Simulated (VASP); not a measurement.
# Al2N (P-3m1) in VASP: further runs

Al2N is run at these levels: PBE; tasks: single point, relaxation of cell and atoms.

All numbers are computed with VASP 6.6.1; they aren't measurements. Logs are shortened: lines on timing, memory, paths and dates and some standing lists are left out, and cuts for length are marked.

### Step 1. The cell of the first run

It takes space group P-3m1 (No. 164, trigonal). The conventional cell has a = 3.050 Å, b = 3.050 Å, c = 10.358 Å, α = 90.00°, β = 90.00°, γ = 120.00°. Al (site symmetry 3m) has 3 N at 1.90 Å within 2.5 Å. Within 2.5 Å of Al (site symmetry 3m) lie 1 N at 1.89 Å. N (site symmetry 3m) has 4 Al at 1.89 to 1.90 Å within 2.5 Å.

The cell was built from a structure type or drawn by symmetry, and may not be a known phase.

### Step 2. Single point, PBE

Input file INCAR:

```
  PREC = Accurate
  ENCUT = 520
  EDIFF = 1E-6
  ISMEAR = 0
  SIGMA = 0.2
  LREAL = False
  LASPH = True
  NELM = 60
  ALGO = Normal
  ISIF = 2
  LWAVE = False
  LCHARG = False
  GGA = PE
  NBANDS = 20
```

Input file KPOINTS:

```
Automatic mesh
0
Gamma
  5 5 2
```

Input file POSCAR:

```
Al2N
1.0
    3.0504936693     -0.0000000026      0.0000000000
   -1.5252468324      2.6418050130      0.0000000000
    0.0000000000      0.0000000000     10.3577011850
Al N
4 2
Direct
    0.0000000000      0.0000000000      0.3677877151
    0.0000000000      0.0000000000      0.6322122849
    0.6666666667      0.3333333333      0.1170793654
    0.3333333333      0.6666666667      0.8829206346
    0.6666666667      0.3333333333      0.2994193839
    0.3333333333      0.6666666667      0.7005806161
```

Potentials or basis: VASP PAW PBE potentials, release 64 (Al, N).

Run with:

```bash
cat potpaw_PBE.64/Al/POTCAR potpaw_PBE.64/N/POTCAR > POTCAR
mpirun -np 1 vasp_std > vasp.out
```

OUTCAR:

```text
PREC = Accurate
   ENCUT = 520
   EDIFF = 1E-6
   ISMEAR = 0
   LREAL = False
   LASPH = True
   NELM = 60
   ISIF = 2
   GGA = PE

 ion  position               nearest neighbor table
   1  0.000  0.000  0.368-   5 1.90   5 1.90   5 1.90   2 2.74   3 3.14   3 3.14   3 3.14
   2  0.000  0.000  0.632-   6 1.90   6 1.90   6 1.90   1 2.74   4 3.14   4 3.14   4 3.14
   3  0.667  0.333  0.117-   5 1.89   4 3.00   4 3.00   4 3.00   1 3.14   1 3.14   1 3.14
   4  0.333  0.667  0.883-   6 1.89   3 3.00   3 3.00   3 3.00   2 3.14   2 3.14   2 3.14
   5  0.667  0.333  0.299-   3 1.89   1 1.90   1 1.90   1 1.90
   6  0.333  0.667  0.701-   4 1.89   2 1.90   2 1.90   2 1.90

  LATTYP: Found a hexagonal cell.
 ALAT       =     3.0504936693
 C/A-ratio  =     3.3954180234

  Lattice vectors:

 A1 = (   3.0504936693,  -0.0000000026,   0.0000000000)
 A2 = (  -1.5252468324,   2.6418050130,   0.0000000000)
 A3 = (   0.0000000000,   0.0000000000,  10.3577011850)

Analysis of symmetry for initial positions (statically):
=====================================================================
 Subroutine PRICEL returns:
 Original cell was already a primitive cell.

 Routine SETGRP: Setting up the symmetry group for a
 hexagonal supercell.

 Subroutine GETGRP returns: Found 12 space group operations
 (whereof 12 operations were pure point group operations)
 out of a pool of 24 trial point group operations.

The static configuration has the point symmetry D_3d.

Analysis of symmetry for dynamics (positions and initial velocities):
=====================================================================
 Subroutine PRICEL returns:
 Original cell was already a primitive cell.

 Routine SETGRP: Setting up the symmetry group for a
 hexagonal supercell.

 Subroutine GETGRP returns: Found 12 space group operations
 (whereof 12 operations were pure point group operations)
 out of a pool of 24 trial point group operations.

The dynamic configuration has the point symmetry D_3d.

 Subroutine INISYM returns: Found 12 space group operations
 (whereof 12 operations are pure point group operations),
 and found     1 'primitive' translations

----------------------------------------------------------------------------------------

                                     Primitive cell

  volume of cell :      83.4707

  direct lattice vectors                    reciprocal lattice vectors
     3.050493669 -0.000000003  0.000000000     0.327815793  0.189264536  0.000000000
    -1.525246832  2.641805013  0.000000000     0.000000000  0.378529072  0.000000000
     0.000000000  0.000000000 10.357701185     0.000000000  0.000000000  0.096546520

  length of vectors
     3.050493669  3.050493669 10.357701185     0.378529072  0.378529072  0.096546520

  position of ions in fractional coordinates (direct lattice)
     0.000000000  0.000000000  0.367787715
     0.000000000  0.000000000  0.632212285
     0.666666667  0.333333333  0.117079365
     0.333333333  0.666666667  0.882920635
     0.666666667  0.333333333  0.299419384
     0.333333333  0.666666667  0.700580616

  ion indices of the primitive-cell ions
   primitive index   ion index
                 1           1
                 2           2
                 3           3
                 4           4
                 5           5
                 6           6

----------------------------------------------------------------------------------------

 KPOINTS: Automatic mesh

Automatic generation of k-mesh.
 Grid dimensions read from file:
 generate k-points for:    5    5    2

 Generating k-lattice:

  Cartesian coordinates                     Fractional coordinates (reciprocal lattice)
     0.065563159  0.037852907  0.000000000     0.200000000 -0.000000000  0.000000000
     0.000000000  0.075705814  0.000000000     0.000000000  0.200000000  0.000000000
     0.000000000  0.000000000  0.048273260     0.000000000  0.000000000  0.500000000

  Length of vectors
     0.075705814  0.075705814  0.048273260

  Shift w.r.t. Gamma in fractional coordinates (k-lattice)
     0.000000000  0.000000000  0.000000000

 Subroutine IBZKPT returns following result:
 ===========================================

 Found     10 irreducible k-points:

 Following reciprocal coordinates:
            Coordinates               Weight
  0.000000  0.000000  0.000000      1.000000
  0.200000  0.000000  0.000000      6.000000
  0.400000 -0.000000  0.000000      6.000000
  0.200000  0.200000  0.000000      6.000000
  0.400000  0.200000  0.000000      6.000000
  0.000000  0.000000  0.500000      1.000000
  0.200000  0.000000  0.500000      6.000000
  0.400000 -0.000000  0.500000      6.000000
  0.200000  0.200000  0.500000      6.000000
  0.400000  0.200000  0.500000      6.000000
   k-points           NKPTS =     10   k-points in BZ     NKDIM =     10   number of bands    NBANDS=     20
   number of dos      NEDOS =    301   number of ions     NIONS =      6
   total plane-waves  NPLWV =  46080
   dimension x,y,z NGX =    24 NGY =   24 NGZ =   80
   dimension x,y,z NGXF=    48 NGYF=   48 NGZF=  160
   ions per type =               4   2
   NGX,Y,Z   is equivalent  to a cutoff of  13.08, 13.08, 12.84 a.u.
   NGXF,Y,Z  is equivalent  to a cutoff of  26.16, 26.16, 25.68 a.u.
 SYSTEM =  unknown system
   PREC   = accura    normal or accurate (medium, high low for compatibility)
   ISTART =      0    job   : 0-new  1-cont  2-samecut
   ICHARG =      2    charge: 1-file 2-atom 10-const
   ISPIN  =      1    spin polarized calculation?
   LNONCOLLINEAR =      F non collinear calculations
   LSORBIT =      F    spin-orbit coupling
   LASPH  =      T    aspherical Exc in radial PAW
   ENCUT  =  520.0 eV  38.22 Ry    6.18 a.u.   5.67  5.67 19.26*2*pi/ulx,y,z
   NELM   =     60;   NELMIN=  2; NELMDL= -5     # of ELM steps
   EDIFF  = 0.1E-05   stopping-criterion for ELM
   LREAL  =      F    real-space projection
   EDIFFG = 0.1E-04   stopping-criterion for IOM
   NSW    =      0    number of steps for IOM
   IBRION =     -1    ionic relax: 0-MD 1-quasi-New 2-CG
   NFREE  =      0    steps in history (QN), initial steepest desc. (CG)
   ISIF   =      2    stress and relaxation
   ISYM   =      2    0-nonsym 1-usesym 2-fastsym
   POTIM  = 0.5000    time-step for ionic-motion
   TEBEG  =    0.0;   TEEND  =   0.0 temperature during run
   PSTRESS=    0.0 pullay stress
   NELECT =      22.0000    total number of electrons
   NUPDOWN=      -1.0000    fix difference up-down
   EMIN   =  10.00;   EMAX   =-10.00  energy-range for DOS
   EFERMI =   0.00;   METHOD = LEGACY
   ISMEAR =     0;   SIGMA  =   0.20  broadening in eV -4-tet -1-fermi 0-gaus
   EFERMI_NEDOS =   21; number of points for ismear=-14 and -15
   IALGO  =     38    algorithm
   IMIX   =      4    mixing-type and parameters
     AMIX     =   0.40;   BMIX     =  1.00
     AMIX_MAG =   1.60;   BMIX_MAG =  1.00
  volume/ion in A,a.u.               =      13.91        93.88
  Fermi-wavevector in a.u.,A,eV,Ry     =   1.049633  1.983519 14.989950  1.101730
  Thomas-Fermi vector in A             =   2.184604
   LORBIT       =      0    0 simple, 1 ext, 2 COOP (PROOUT), +10 PAW based schemes
   GGA     = PE    functional components
   LHFCALC =     F    Hartree Fock is set to
   AEXX    =    0.0000 exact exchange contribution
   IVDW    =     0    specifies the selected vdW correction
   LEPSILON=     F    determine dielectric tensor
   LRPA    =     F    only Hartree local field effects (RPA)
 non-spin polarized calculation
 Gauss-broadening in eV      SIGMA  =   0.20
  energy-cutoff  :      520.00
  volume of cell :       83.47
 maximum number of plane-waves:      2266
 NGX is ok and might be reduce to    24
   NGX = 11   NGY = 11   NGZ = 39

 number of electron      21.9999997 magnetization

 Free energy of the ion-electron system (eV)
  ---------------------------------------------------
  ext. energy  EPLUGINS =         0.00000000
  ---------------------------------------------------
  free energy    TOTEN  =       -35.24433286 eV

  energy without entropy =      -35.18160608  energy(sigma->0) =      -35.21296947

 E-fermi :   6.5335     XC(G=0): -10.1521

 val. band max:        6.5090550693   @ k =   0.2000   0.0000   0.5000
 cond. band min:       6.5382207861   @ k =   0.4000   0.2000   0.0000
 fundamental gap:      0.0291657168
 Fermi energy:         6.5334990614

 k-point     1 :       0.0000    0.0000    0.0000
  band No.  band energies     occupation
      1      -9.4378      2.00000
      2      -9.3290      2.00000
      3      -2.4916      2.00000
      4      -0.3176      2.00000
      5       0.0947      2.00000
      6       4.4058      2.00000
[... 12 lines left out ...]
     19      16.4831      0.00000
     20      17.2637      0.00000

 k-point     2 :       0.2000    0.0000    0.0000
  band No.  band energies     occupation
      1      -8.9840      2.00000
      2      -8.8921      2.00000
      3      -1.6975      2.00000
      4       0.3130      2.00000
      5       0.6245      2.00000
      6       2.6171      2.00000
[... 12 lines left out ...]
     19      15.1411      0.00000
     20      15.7681      0.00000

 k-point     3 :       0.4000   -0.0000    0.0000
  band No.  band energies     occupation
      1      -8.0507      2.00000
      2      -8.0096      2.00000
      3      -0.0439      2.00000
      4       0.1868      2.00000
      5       0.5806      2.00000
      6       1.7956      2.00000
[... 12 lines left out ...]
     19      14.2559      0.00000
     20      14.6479      0.00000

 k-point     4 :       0.2000    0.2000    0.0000
  band No.  band energies     occupation
      1      -8.2682      2.00000
      2      -8.2097      2.00000
      3      -0.1926      2.00000
      4       0.7035      2.00000
      5       0.9584      2.00000
      6       1.5541      2.00000
[... 12 lines left out ...]
     19      14.2126      0.00000
     20      15.3381      0.00000

 k-point     5 :       0.4000    0.2000    0.0000
  band No.  band energies     occupation
      1      -7.7132      2.00000
      2      -7.7008      2.00000
      3       0.0964      2.00000
      4       0.2660      2.00000
      5       1.9046      2.00000
      6       2.1243      2.00000
[... 12 lines left out ...]
     19      13.5105      0.00000
     20      15.4111      0.00000

 k-point     6 :       0.0000    0.0000    0.5000
  band No.  band energies     occupation
      1      -9.4277      2.00000
      2      -9.3400      2.00000
      3      -2.3290      2.00000
      4      -1.1694      2.00000
      5       1.5695      2.00000
      6       2.5267      2.00000
[... 12 lines left out ...]
     19      16.6341      0.00000
     20      16.9786      0.00000

 k-point     7 :       0.2000    0.0000    0.5000
  band No.  band energies     occupation
      1      -8.9759      2.00000
      2      -8.9009      2.00000
      3      -1.5450      2.00000
      4      -0.4805      2.00000
      5       1.9964      2.00000
      6       2.0830      2.00000
[... 12 lines left out ...]
     19      15.5359      0.00000
     20      15.7296      0.00000

 k-point     8 :       0.4000   -0.0000    0.5000
  band No.  band energies     occupation
      1      -8.0473      2.00000
      2      -8.0130      2.00000
      3      -0.0231      2.00000
      4       0.0654      2.00000
      5       0.9714      2.00000
      6       1.3089      2.00000
[... 12 lines left out ...]
     19      13.8551      0.00000
     20      14.7070      0.00000

 k-point     9 :       0.2000    0.2000    0.5000
  band No.  band energies     occupation
      1      -8.2634      2.00000
      2      -8.2147      2.00000
      3      -0.1185      2.00000
      4       0.6383      2.00000
      5       0.9996      2.00000
      6       1.2741      2.00000
[... 12 lines left out ...]
     19      14.5815      0.00000
     20      15.3722      0.00000

 k-point    10 :       0.4000    0.2000    0.5000
  band No.  band energies     occupation
      1      -7.7122      2.00000
      2      -7.7018      2.00000
      3       0.1158      2.00000
      4       0.2316      2.00000
      5       1.9744      2.00000
      6       2.0880      2.00000
[... 12 lines left out ...]
     19      14.0310      0.00000
     20      14.8805      0.00000

------------------------ aborting loop because EDIFF is reached ----------------------------------------

  FORCE on cell =-STRESS in cart. coord.  units (eV):
  Direction    XX          YY          ZZ          XY          YZ          ZX
  --------------------------------------------------------------------------------------
  -------------------------------------------------------------------------------------
  Total       -0.0553582     -0.0553582     -0.0372356      0.0000000     -0.0000000     -0.0000000
  in kB       -1.0625711     -1.0625711     -0.7147171      0.0000000     -0.0000000     -0.0000000
  external PRESSURE =      -0.9466198 kB  Pullay stress =       0.0000000 kB

 VOLUME and BASIS-vectors are now :
 -----------------------------------------------------------------------------
  energy-cutoff  :      520.00
  volume of cell :       83.47
      direct lattice vectors                 reciprocal lattice vectors
     3.050493669 -0.000000003  0.000000000     0.327815793  0.189264536  0.000000000
    -1.525246832  2.641805013  0.000000000     0.000000000  0.378529072  0.000000000
     0.000000000  0.000000000 10.357701185     0.000000000  0.000000000  0.096546520

 POSITION                                       TOTAL-FORCE (eV/Angst)
 -----------------------------------------------------------------------------------
      0.00000      0.00000      3.80944         0.000000      0.000000     -0.008883
      0.00000      0.00000      6.54827        -0.000000     -0.000000      0.008883
      1.52525      0.88060      1.21267        -0.000000     -0.000000     -0.010477
      0.00000      1.76120      9.14503        -0.000000     -0.000000      0.010477
      1.52525      0.88060      3.10130        -0.000000     -0.000000      0.024278
      0.00000      1.76120      7.25640         0.000000     -0.000000     -0.024278
 -----------------------------------------------------------------------------------
    total drift:                               -0.000000      0.000000     -0.000000

  FREE ENERGIE OF THE ION-ELECTRON SYSTEM (eV)
  ---------------------------------------------------
  free  energy   TOTEN  =       -35.2443328571 eV

  energy  without entropy=      -35.1816060812  energy(sigma->0) =      -35.21296947
```

Wall time 16 s (1 thread of Intel Xeon Platinum 8488C (Sapphire Rapids), shared host); peak memory 0.19 GiB.

Results:

| Quantity | Value |
| --- | --- |
| Free energy | -35.2443 eV |
| Pressure | -0.1 GPa |
| Largest force | 0.024 eV/Å |
| Band gap on the k mesh | zero (bands 11 and 12 overlap by 0.06 eV) |

Forces in eV/Å, atoms in the order of the input:
```
Al   0.000  0.000 -0.009
Al   0.000  0.000  0.009
Al   0.000  0.000 -0.010
Al   0.000  0.000  0.010
N    0.000  0.000  0.024
N    0.000  0.000 -0.024
```

Levels at points of the mesh, in eV from the Fermi level:
```csv
k point,band 8,band 9,band 10,band 11,band 12,band 13,band 14,band 15
"(0.00, 0.00, 0.00)",-1.81,-1.80,-1.80,-1.71,3.33,4.45,7.11,7.82
"(0.00, 0.00, 0.50)",-1.81,-1.80,-1.80,-0.07,2.16,5.89,5.92,8.25
```

Caveat: the k points lie up to 0.48 Å⁻¹ apart; semilocal functionals underestimate gaps, so a narrow gap can read as zero.

### Step 3. Relaxation of cell and atoms, PBE

This run uses another cell than the first one, of 14.30 Å³/atom.

Input file INCAR:

```
SYSTEM = Al2N
PREC = Accurate
ENCUT = 600
EDIFF = 1E-6
ISMEAR = 0
SIGMA = 0.2
LREAL = .FALSE.
LASPH = .TRUE.
NELM = 60
ALGO = Normal
ISIF = 3
LWAVE = .FALSE.
LCHARG = .FALSE.
GGA = PE
IBRION = 2
NSW = 36
EDIFFG = -0.08
```

Input file KPOINTS:

```
Automatic mesh
0
G
  5 5 2
  0 0 0
```

Input file POSCAR:

```
Al2N
1.0
    3.4325677100      0.0000000000      0.0000000000
   -1.7162838500      2.9726908400      0.0000000000
    0.0000000000      0.0000000000      8.4079430700
Al N
4 2
Direct
    0.0000000000      0.0000000000      0.3800000000
    0.0000000000      0.0000000000      0.6200000000
    0.6666666700      0.3333333300      0.0230000000
    0.3333333300      0.6666666700      0.9770000000
    0.6666666700      0.3333333300      0.3059999900
    0.3333333300      0.6666666700      0.6940000100
```

Potentials or basis: VASP PAW PBE potentials, release 64 (Al, N).

Run with:

```bash
cat potpaw_PBE.64/Al/POTCAR potpaw_PBE.64/N/POTCAR > POTCAR
mpirun -np 1 vasp_std > vasp.out
```

Wall time 3.5 min (1 thread of Intel Xeon Platinum 8488C (Sapphire Rapids), shared host); peak memory 0.22 GiB.

It converged, with:

* Free energy: -35.2421 eV
* Relaxed volume: 13.84 Å³/atom
* Relaxed cell: a = 3.056 Å, b = 3.056 Å, c = 10.268 Å, α = 90.00°, β = 90.00°, γ = 120.00°
* Space group after relaxing (to 0.1 Å): P-3m1 (No. 164)
* Energy gained by relaxing: 1681.8 meV/atom
* Ionic steps: 19
* Pressure after relaxing: 0.1 GPa
* Largest force after relaxing: 0.044 eV/Å
* Band gap on the k mesh: zero (bands 11 and 12 overlap by 0.07 eV)

Forces on the atoms (eV/Å):
```
Al   0.000  0.000  0.033
Al   0.000  0.000 -0.033
Al   0.000  0.000  0.032
Al   0.000  0.000 -0.032
N    0.000  0.000  0.044
N    0.000  0.000 -0.044
```

Stress tensor (GPa, compression positive):
```
-0.19  0.00  0.00
 0.00 -0.19  0.00
 0.00  0.00  0.80
```

The path:
| step | energy change (eV) | largest force (eV/Å) | pressure (GPa) | volume (Å³) |
| --- | --- | --- | --- | --- |
| 1 | 0.0000 | 9.8690 | 22.62 | 85.79 |
| 2 | -5.2904 | 2.9332 | -14.40 | 113.37 |
| 3 | -5.4028 | 4.0951 | -11.53 | 106.88 |
| 4 | -7.7525 | 1.2589 | -5.54 | 94.01 |
| 5 | -7.8120 | 1.4267 | -2.94 | 92.03 |
| 6 | -8.7092 | 1.5198 | 2.97 | 84.55 |
| 7 | -8.8863 | 1.7377 | 11.34 | 79.34 |
| 8 | -9.5244 | 1.1129 | 0.41 | 85.21 |
| 9 | -9.5703 | 1.1819 | -2.53 | 87.24 |
| 10 | -9.8941 | 1.1136 | -4.64 | 87.24 |
| 11 | -9.9432 | 0.7419 | -5.45 | 87.22 |
| 12 | -9.9407 | 1.3693 | 5.62 | 80.62 |
| 13 | -10.0396 | 0.4946 | -0.44 | 83.75 |
| 14 | -10.0620 | 0.2760 | 0.48 | 83.01 |
| 15 | -10.0663 | 0.3138 | 1.16 | 82.50 |
| 16 | -10.0815 | 0.2039 | 0.44 | 82.84 |
| 17 | -10.0885 | 0.1851 | -0.37 | 83.28 |
| 18 | -10.0885 | 0.1869 | -0.31 | 83.26 |
| 19 | -10.0906 | 0.0441 | 0.14 | 83.02 |

Final structure:
```xyz
6
Lattice="3.0556 0.0000 0.0000 -1.5278 2.6462 0.0000 0.0000 0.0000 10.2680" Properties=species:S:1:pos:R:3 pbc="T T T"
Al    0.0000    0.0000    3.7724
Al    0.0000    0.0000    6.4956
Al    1.5278    0.8821    1.1833
Al    0.0000    1.7641    9.0847
N     1.5278    0.8821    3.0658
N     0.0000    1.7641    7.2022
```

Levels at points of the mesh, in eV from the Fermi level:
```csv
k point,band 7,band 8,band 9,band 10,band 11,band 12,band 13,band 14,band 15
"(0.00, 0.00, 0.00)",-1.86,-1.86,-1.85,-1.85,-1.69,3.39,4.48,7.13,7.86
"(0.00, 0.00, 0.50)",-1.86,-1.86,-1.85,-1.85,-0.01,2.22,5.87,6.00,8.29
```

Caveat: the k points lie up to 0.47 Å⁻¹ apart in the final cell; semilocal functionals underestimate gaps, so a narrow gap can read as zero; a cell axis changed by over 15 % at a fixed basis, so the end point is rough; the relaxation stopped at a loose force limit of 0.08 eV/Å, so its end isn't a converged minimum.

(Continued in part 2 of 2.)
